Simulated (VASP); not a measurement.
# CaO (Fm-3m) in VASP: a series of runs

The runs below take CaO through single point, with r2SCAN.

Program: VASP 6.6.1. These are calculated values, not measurements. Logs are shortened: lines on timing, memory, paths and dates and some standing lists are left out, and cuts for length are marked.

### 1 The cell of the first run

Symmetry: Fm-3m, No. 225, cubic system. The conventional cell has a = 4.795 Å, b = 4.795 Å, c = 4.795 Å, α = 90.00°, β = 90.00°, γ = 90.00°. Within 3.2 Å of Ca (site symmetry m-3m) lie 6 O at 2.40 Å. O (site symmetry m-3m) has 6 Ca at 2.40 Å within 3.2 Å.

### 2 Single point, r2SCAN

Contents of POSCAR:

```
CaO
1.0
    0.0000000000      2.3975473901      2.3975473901
    2.3975473901      0.0000000000      2.3975473901
    2.3975473901      2.3975473901      0.0000000000
Ca O
1 1
Direct
    0.0000000000      0.0000000000      0.0000000000
    0.5000000000      0.5000000000      0.5000000000
```

Contents of INCAR.step1:

```
PREC     = Accurate       # precision mode
ENCUT    = 520            # plane-wave cutoff, eV
ISMEAR   = 0              # smearing method
SIGMA    = 0.01           # smearing width, eV
LREAL    = False          # projectors in reciprocal space
LASPH    = True           # aspherical terms in the spheres
NELM     = 60             # most SCF steps
NBANDS   = 15             # bands
GGA      = PE             # functional
ALGO     = Normal         # electronic algorithm
EDIFF    = 1E-4           # SCF threshold, eV
LWAVE    = True           # write WAVECAR
LCHARG   = False          # write CHGCAR
```

Contents of INCAR.step2:

```
PREC     = Accurate       # precision mode
ENCUT    = 520            # plane-wave cutoff, eV
EDIFF    = 1E-6           # SCF threshold, eV
ISMEAR   = 0              # smearing method
SIGMA    = 0.01           # smearing width, eV
LREAL    = False          # projectors in reciprocal space
LASPH    = True           # aspherical terms in the spheres
NELM     = 60             # most SCF steps
ALGO     = Normal         # electronic algorithm
ISIF     = 2              # what is computed and relaxed
LWAVE    = False          # write WAVECAR
LCHARG   = False          # write CHGCAR
METAGGA  = R2SCAN         # meta-GGA
LMIXTAU  = True         
NBANDS   = 15             # bands
ISTART   = 1
```

Contents of KPOINTS:

```
Automatic mesh
0
Gamma
  2 2 2
```

Potentials or basis: VASP PAW PBE potentials, release 64 (Ca_sv, O).

Launch:

```
$ cat potpaw_PBE.64/Ca_sv/POTCAR potpaw_PBE.64/O/POTCAR > POTCAR
$ cp INCAR.step1 INCAR
$ mpirun -np 1 vasp_std > vasp.out
$ cp INCAR.step2 INCAR
$ mpirun -np 1 vasp_std > vasp.out
```

OUTCAR:

```text
PREC = Accurate
   ENCUT = 520
   EDIFF = 1E-6
   ISMEAR = 0
   LREAL = False
   LASPH = True
   NELM = 60
   ISIF = 2
   METAGGA = R2SCAN
   ISTART = 1

 ion  position               nearest neighbor table
   1  0.000  0.000  0.000-   2 2.40   2 2.40   2 2.40   2 2.40   2 2.40   2 2.40
   2  0.500  0.500  0.500-   1 2.40   1 2.40   1 2.40   1 2.40   1 2.40   1 2.40

  LATTYP: Found a face centered cubic cell.
 ALAT       =     4.7950947802

  Lattice vectors:

 A1 = (   0.0000000000,   2.3975473901,   2.3975473901)
 A2 = (   2.3975473901,   0.0000000000,   2.3975473901)
 A3 = (   2.3975473901,   2.3975473901,   0.0000000000)

Analysis of symmetry for initial positions (statically):
=====================================================================
 Subroutine PRICEL returns:
 Original cell was already a primitive cell.

 Routine SETGRP: Setting up the symmetry group for a
 face centered cubic supercell.

 Subroutine GETGRP returns: Found 48 space group operations
 (whereof 48 operations were pure point group operations)
 out of a pool of 48 trial point group operations.

The static configuration has the point symmetry O_h .

Analysis of symmetry for dynamics (positions and initial velocities):
=====================================================================
 Subroutine PRICEL returns:
 Original cell was already a primitive cell.

 Routine SETGRP: Setting up the symmetry group for a
 face centered cubic supercell.

 Subroutine GETGRP returns: Found 48 space group operations
 (whereof 48 operations were pure point group operations)
 out of a pool of 48 trial point group operations.

The dynamic configuration has the point symmetry O_h .

 Subroutine INISYM returns: Found 48 space group operations
 (whereof 48 operations are pure point group operations),
 and found     1 'primitive' translations

----------------------------------------------------------------------------------------

                                     Primitive cell

  volume of cell :      27.5633

  direct lattice vectors                    reciprocal lattice vectors
     0.000000000  2.397547390  2.397547390    -0.208546451  0.208546451  0.208546451
     2.397547390  0.000000000  2.397547390     0.208546451 -0.208546451  0.208546451
     2.397547390  2.397547390  0.000000000     0.208546451  0.208546451 -0.208546451

  length of vectors
     3.390644036  3.390644036  3.390644036     0.361213049  0.361213049  0.361213049

  position of ions in fractional coordinates (direct lattice)
     0.000000000  0.000000000  0.000000000
     0.500000000  0.500000000  0.500000000

  ion indices of the primitive-cell ions
   primitive index   ion index
                 1           1
                 2           2

----------------------------------------------------------------------------------------

 KPOINTS: Automatic mesh

Automatic generation of k-mesh.
 Grid dimensions read from file:
 generate k-points for:    2    2    2

 Generating k-lattice:

  Cartesian coordinates                     Fractional coordinates (reciprocal lattice)
    -0.104273226  0.104273226  0.104273226     0.500000000  0.000000000  0.000000000
     0.104273226 -0.104273226  0.104273226     0.000000000  0.500000000  0.000000000
     0.104273226  0.104273226 -0.104273226     0.000000000  0.000000000  0.500000000

  Length of vectors
     0.180606525  0.180606525  0.180606525

  Shift w.r.t. Gamma in fractional coordinates (k-lattice)
     0.000000000  0.000000000  0.000000000

 Subroutine IBZKPT returns following result:
 ===========================================

 Found      3 irreducible k-points:

 Following reciprocal coordinates:
            Coordinates               Weight
  0.000000  0.000000  0.000000      1.000000
  0.500000  0.000000  0.000000      4.000000
  0.500000  0.500000  0.000000      3.000000
   k-points           NKPTS =      3   k-points in BZ     NKDIM =      3   number of bands    NBANDS=     15
   number of dos      NEDOS =    301   number of ions     NIONS =      2
   total plane-waves  NPLWV =  21952
   dimension x,y,z NGX =    28 NGY =   28 NGZ =   28
   dimension x,y,z NGXF=    56 NGYF=   56 NGZF=   56
   ions per type =               1   1
   NGX,Y,Z   is equivalent  to a cutoff of  13.73, 13.73, 13.73 a.u.
   NGXF,Y,Z  is equivalent  to a cutoff of  27.46, 27.46, 27.46 a.u.
 SYSTEM =  unknown system
   PREC   = accura    normal or accurate (medium, high low for compatibility)
   ISTART =      1    job   : 0-new  1-cont  2-samecut
   ICHARG =      0    charge: 1-file 2-atom 10-const
   ISPIN  =      1    spin polarized calculation?
   LNONCOLLINEAR =      F non collinear calculations
   LSORBIT =      F    spin-orbit coupling
   LASPH  =      T    aspherical Exc in radial PAW
   ENCUT  =  520.0 eV  38.22 Ry    6.18 a.u.   6.30  6.30  6.30*2*pi/ulx,y,z
   NELM   =     60;   NELMIN=  2; NELMDL=  0     # of ELM steps
   EDIFF  = 0.1E-05   stopping-criterion for ELM
   LREAL  =      F    real-space projection
   EDIFFG = 0.1E-04   stopping-criterion for IOM
   NSW    =      0    number of steps for IOM
   IBRION =     -1    ionic relax: 0-MD 1-quasi-New 2-CG
   NFREE  =      0    steps in history (QN), initial steepest desc. (CG)
   ISIF   =      2    stress and relaxation
   ISYM   =      2    0-nonsym 1-usesym 2-fastsym
   POTIM  = 0.5000    time-step for ionic-motion
   TEBEG  =    0.0;   TEEND  =   0.0 temperature during run
   PSTRESS=    0.0 pullay stress
   NELECT =      16.0000    total number of electrons
   NUPDOWN=      -1.0000    fix difference up-down
   EMIN   =  10.00;   EMAX   =-10.00  energy-range for DOS
   EFERMI =   0.00;   METHOD = LEGACY
   ISMEAR =     0;   SIGMA  =   0.01  broadening in eV -4-tet -1-fermi 0-gaus
   EFERMI_NEDOS =   21; number of points for ismear=-14 and -15
   IALGO  =     38    algorithm
   IMIX   =      4    mixing-type and parameters
     AMIX     =   0.40;   BMIX     =  1.00
     AMIX_MAG =   1.60;   BMIX_MAG =  1.00
  volume/ion in A,a.u.               =      13.78        93.00
  Fermi-wavevector in a.u.,A,eV,Ry     =   1.365644  2.580694 25.374656  1.864985
  Thomas-Fermi vector in A             =   2.491855
   LORBIT       =      0    0 simple, 1 ext, 2 COOP (PROOUT), +10 PAW based schemes
   METAGGA = R2SCAN    functional components
   LHFCALC =     F    Hartree Fock is set to
   AEXX    =    0.0000 exact exchange contribution
   IVDW    =     0    specifies the selected vdW correction
   LEPSILON=     F    determine dielectric tensor
   LRPA    =     F    only Hartree local field effects (RPA)
 non-spin polarized calculation
 Gauss-broadening in eV      SIGMA  =   0.01
  energy-cutoff  :      520.00
  volume of cell :       27.56
 maximum number of plane-waves:       754
 NGX is ok and might be reduce to    28
   NGX = 13   NGY = 13   NGZ = 13

 number of electron      15.9999997 magnetization

 Free energy of the ion-electron system (eV)
  ---------------------------------------------------
  ext. energy  EPLUGINS =         0.00000000
  ---------------------------------------------------
  free energy    TOTEN  =       -19.15980427 eV

  energy without entropy =      -19.15980427  energy(sigma->0) =      -19.15980427

 E-fermi :   2.3947     XC(G=0): -11.0830

 val. band max:        2.3077342965   @ k =   0.0000   0.0000   0.0000
 cond. band min:       6.2308987693   @ k =   0.5000   0.5000   0.0000
 fundamental gap:      3.9231644728
 Fermi energy:         2.3947327064

 k-point     1 :       0.0000    0.0000    0.0000
  band No.  band energies     occupation
      1     -37.0482      2.00000
      2     -16.9306      2.00000
      3     -16.9306      2.00000
      4     -16.9306      2.00000
      5     -14.1748      2.00000
      6       2.3077      2.00000
      7       2.3077      2.00000
      8       2.3077      2.00000
      9       7.6082      0.00000
     10       8.8975      0.00000
     11       8.8976      0.00000
     12       8.8976      0.00000
     13      10.4970      0.00000
     14      10.4970      0.00000
     15      17.8735      0.00000

 k-point     2 :       0.5000    0.0000    0.0000
  band No.  band energies     occupation
      1     -36.9445      2.00000
      2     -18.1136      2.00000
      3     -16.9823      2.00000
      4     -16.9823      2.00000
      5     -12.9050      2.00000
      6      -0.4007      2.00000
      7       1.0523      2.00000
      8       1.0523      2.00000
      9       9.8429      0.00000
     10      11.1131      0.00000
     11      11.1132      0.00000
     12      11.3558      0.00000
     13      13.3029      0.00000
     14      13.3029      0.00000
     15      17.4246      0.00000

 k-point     3 :       0.5000    0.5000    0.0000
  band No.  band energies     occupation
      1     -36.9142      2.00000
      2     -17.5333      2.00000
      3     -17.1599      2.00000
      4     -17.1599      2.00000
      5     -13.9456      2.00000
      6       0.9573      2.00000
      7       1.9182      2.00000
      8       1.9182      2.00000
      9       6.2309      0.00000
     10      10.8698      0.00000
     11      11.6798      0.00000
     12      12.2779      0.00000
     13      12.2779      0.00000
     14      14.3607      0.00000
     15      16.6334      0.00000

------------------------ aborting loop because EDIFF is reached ----------------------------------------

  FORCE on cell =-STRESS in cart. coord.  units (eV):
  Direction    XX          YY          ZZ          XY          YZ          ZX
  --------------------------------------------------------------------------------------
  -------------------------------------------------------------------------------------
  Total        0.4503605      0.4503605      0.4503605      0.0000000      0.0000000     -0.0000000
  in kB       26.1781722     26.1781722     26.1781722      0.0000000      0.0000000     -0.0000000
  external PRESSURE =      26.1781722 kB  Pullay stress =       0.0000000 kB

 VOLUME and BASIS-vectors are now :
 -----------------------------------------------------------------------------
  energy-cutoff  :      520.00
  volume of cell :       27.56
      direct lattice vectors                 reciprocal lattice vectors
     0.000000000  2.397547390  2.397547390    -0.208546451  0.208546451  0.208546451
     2.397547390  0.000000000  2.397547390     0.208546451 -0.208546451  0.208546451
     2.397547390  2.397547390  0.000000000     0.208546451  0.208546451 -0.208546451

 POSITION                                       TOTAL-FORCE (eV/Angst)
 -----------------------------------------------------------------------------------
      0.00000      0.00000      0.00000        -0.000000     -0.000000     -0.000000
      2.39755      2.39755      2.39755         0.000000      0.000000      0.000000
 -----------------------------------------------------------------------------------
    total drift:                                0.000000      0.000000      0.000000

  FREE ENERGIE OF THE ION-ELECTRON SYSTEM (eV)
  ---------------------------------------------------
  free  energy   TOTEN  =       -19.1598042690 eV

  energy  without entropy=      -19.1598042690  energy(sigma->0) =      -19.15980427
```

Wall time 33 s (1 thread of Intel Xeon 8259CL, shared host); peak memory 0.16 GiB.

Results:

| Quantity | Value |
| --- | --- |
| Free energy | -19.1598 eV |
| Pressure | 2.6 GPa |
| Band gap on the k mesh | 3.92 eV (least direct gap 4.31 eV) |

Levels at points of the mesh, in eV from the valence-band top:
```tsv
k point	band 6	band 7	band 8	band 9	band 10	band 11
(0.00, 0.00, 0.00)	0.00	0.00	0.00	5.30	6.59	6.59
(0.50, 0.00, 0.00)	-2.71	-1.26	-1.26	7.54	8.81	8.81
(0.50, 0.50, 0.00)	-1.35	-0.39	-0.39	3.92	8.56	9.37
```

Caveat: the k points lie up to 1.13 Å⁻¹ apart; the PAW data sets were made with another functional, which shifts forces and pressure a little.

### 3 Single point, r2SCAN

POSCAR is that of step 2.

Contents of INCAR.step1:

```
  PREC = Accurate
  ENCUT = 520
  ISMEAR = 0
  SIGMA = 0.01
  LREAL = False
  LASPH = True
  NELM = 60
  NBANDS = 15
  GGA = PE
  ALGO = Normal
  EDIFF = 1E-4
  LWAVE = True
  LCHARG = False
```

Contents of INCAR.step2:

```
  PREC = Accurate
  ENCUT = 520
  EDIFF = 1E-6
  ISMEAR = 0
  SIGMA = 0.01
  LREAL = False
  LASPH = True
  NELM = 60
  ALGO = Normal
  ISIF = 2
  LWAVE = False
  LCHARG = False
  METAGGA = R2SCAN
  LMIXTAU = True
  NBANDS = 15
  ISTART = 1
```

Contents of KPOINTS:

```
Automatic mesh
0
Gamma
  3 3 3
```

Potentials or basis: VASP PAW PBE potentials, release 64 (Ca_sv, O).

Launch:

```
$ cat potpaw_PBE.64/Ca_sv/POTCAR potpaw_PBE.64/O/POTCAR > POTCAR
$ cp INCAR.step1 INCAR
$ mpirun -np 1 vasp_std > vasp.out
$ cp INCAR.step2 INCAR
$ mpirun -np 1 vasp_std > vasp.out
```

OUTCAR:

```text
PREC = Accurate
   ENCUT = 520
   EDIFF = 1E-6
   ISMEAR = 0
   LREAL = False
   LASPH = True
   NELM = 60
   ISIF = 2
   METAGGA = R2SCAN
   ISTART = 1

 ion  position               nearest neighbor table
   1  0.000  0.000  0.000-   2 2.40   2 2.40   2 2.40   2 2.40   2 2.40   2 2.40
   2  0.500  0.500  0.500-   1 2.40   1 2.40   1 2.40   1 2.40   1 2.40   1 2.40

  LATTYP: Found a face centered cubic cell.
 ALAT       =     4.7950947802

  Lattice vectors:

 A1 = (   0.0000000000,   2.3975473901,   2.3975473901)
 A2 = (   2.3975473901,   0.0000000000,   2.3975473901)
 A3 = (   2.3975473901,   2.3975473901,   0.0000000000)

Analysis of symmetry for initial positions (statically):
=====================================================================
 Subroutine PRICEL returns:
 Original cell was already a primitive cell.

 Routine SETGRP: Setting up the symmetry group for a
 face centered cubic supercell.

 Subroutine GETGRP returns: Found 48 space group operations
 (whereof 48 operations were pure point group operations)
 out of a pool of 48 trial point group operations.

The static configuration has the point symmetry O_h .

Analysis of symmetry for dynamics (positions and initial velocities):
[... 155 lines left out ...]
      8       2.0870      2.00000
      9       7.5519      0.00000
     10       8.9227      0.00000
     11       8.9227      0.00000
     12       8.9227      0.00000
     13      10.5296      0.00000
     14      10.5296      0.00000
[... 41 lines left out ...]
      2     -17.6488      2.00000
      3     -17.2979      2.00000
      4     -16.9937      2.00000
      5     -13.5646      2.00000
      6       0.3610      2.00000
      7       0.9699      2.00000
      8       1.1093      2.00000
      9       8.6765      0.00000
     10      10.1558      0.00000
     11      11.4726      0.00000
     12      11.4753      0.00000
     13      12.9924      0.00000
     14      16.5083      0.00000
     15      16.7982      0.00000

------------------------ aborting loop because EDIFF is reached ----------------------------------------

  FORCE on cell =-STRESS in cart. coord.  units (eV):
  Direction    XX          YY          ZZ          XY          YZ          ZX
  --------------------------------------------------------------------------------------
  -------------------------------------------------------------------------------------
  Total        0.2178778      0.2178778      0.2178778     -0.0000000     -0.0000000      0.0000000
  in kB       12.6646169     12.6646169     12.6646169     -0.0000000     -0.0000000      0.0000000
  external PRESSURE =      12.6646169 kB  Pullay stress =       0.0000000 kB

 VOLUME and BASIS-vectors are now :
 -----------------------------------------------------------------------------
  energy-cutoff  :      520.00
  volume of cell :       27.56
      direct lattice vectors                 reciprocal lattice vectors
     0.000000000  2.397547390  2.397547390    -0.208546451  0.208546451  0.208546451
     2.397547390  0.000000000  2.397547390     0.208546451 -0.208546451  0.208546451
     2.397547390  2.397547390  0.000000000     0.208546451  0.208546451 -0.208546451

 POSITION                                       TOTAL-FORCE (eV/Angst)
 -----------------------------------------------------------------------------------
      0.00000      0.00000      0.00000        -0.000000      0.000000     -0.000000
      2.39755      2.39755      2.39755         0.000000     -0.000000      0.000000
 -----------------------------------------------------------------------------------
    total drift:                                0.000000      0.000000      0.000000

  FREE ENERGIE OF THE ION-ELECTRON SYSTEM (eV)
  ---------------------------------------------------
  free  energy   TOTEN  =       -19.4270930979 eV

  energy  without entropy=      -19.4270930979  energy(sigma->0) =      -19.42709310
```

Wall time 35 s (1 thread of Intel Xeon 8259CL, shared host); peak memory 0.16 GiB.

What came out:

| Item | Value |
| --- | --- |
| Free energy | -19.4271 eV |
| Pressure | 1.3 GPa |
| Band gap on the k mesh | 4.67 eV (least direct gap 5.02 eV) |

Caveat: the k points lie up to 0.76 Å⁻¹ apart; the PAW data sets were made with another functional, which shifts forces and pressure a little; an odd mesh through Γ misses points on the zone boundary, where band edges can lie.
